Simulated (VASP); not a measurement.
MgO:

```
Mg O
1.0
     3.30779    0.00000    0.00000
    -1.65389    2.86463    0.00000
     0.00000    0.00000    4.98288
Mg O
2 2
Direct
  0.70018 0.30966 0.49453
  0.31472 0.62523 0.02821
  0.64371 0.28436 0.93093
  0.33999 0.63541 0.39804
```

This cell differs from its parent crystal: atoms moved at random.

| Quantity | Value |
| --- | --- |
| Program | VASP 6.6.1 |
| Task | relaxation of the atoms |
| Functional | SCAN |
| Potentials or basis | VASP PAW PBE potentials, release 64 (Mg, O) |
| Cutoff | 800 eV |
| k mesh | 8 × 8 × 5 |
| Occupations | gaussian, width 0.03 eV |
| Spin | no spin polarisation |

At the start: pressure 0.5 GPa; volume 11.80 Å³/atom.

Problem. How do energy, volume and symmetry change on relaxing?

Solution. Over 16 steps the energy falls by 69.6 meV/atom at a fixed cell; space group Cm (No. 8, to 0.1 Å) before, P6_3mc (No. 186, to 0.1 Å).

Step by step:
| step | energy change (eV) | largest force (eV/Å) | pressure (GPa) |
| --- | --- | --- | --- |
| 1 | 0.0000 | 1.8740 | 0.45 |
| 2 | -0.2323 | 0.5679 | -2.15 |
| 3 | -0.2330 | 0.5325 | -2.18 |
| 4 | -0.2611 | 0.2788 | -2.18 |
| 5 | -0.2679 | 0.2318 | -2.04 |
| 6 | -0.2738 | 0.1168 | -1.98 |
| 7 | -0.2749 | 0.1087 | -1.92 |
| 8 | -0.2768 | 0.0757 | -1.96 |
| 9 | -0.2777 | 0.0840 | -2.02 |
| 10 | -0.2783 | 0.0290 | -2.02 |
| 11 | -0.2783 | 0.0252 | -2.02 |
| 12 | -0.2784 | 0.0041 | -1.99 |
| 13 | -0.2784 | 0.0026 | -1.99 |
| 14 | -0.2784 | 0.0028 | -1.99 |
| 15 | -0.2784 | 0.0031 | -1.99 |
| 16 | -0.2784 | 0.0011 | -1.99 |

Final structure:
```xyz
4
Lattice="3.3078 0.0000 0.0000 -1.6539 2.8646 0.0000 0.0000 0.0000 4.9829" Properties=species:S:1:pos:R:3 pbc="T T T"
Mg    1.7129    0.8508    2.5579
Mg    0.0589    1.8056    0.0665
O     1.7127    0.8508    4.5470
O     0.0590    1.8056    2.0555
```

Caveat: the cell differs from its parent crystal (atoms moved at random); the PAW data sets were made with another functional, which shifts forces and pressure a little.
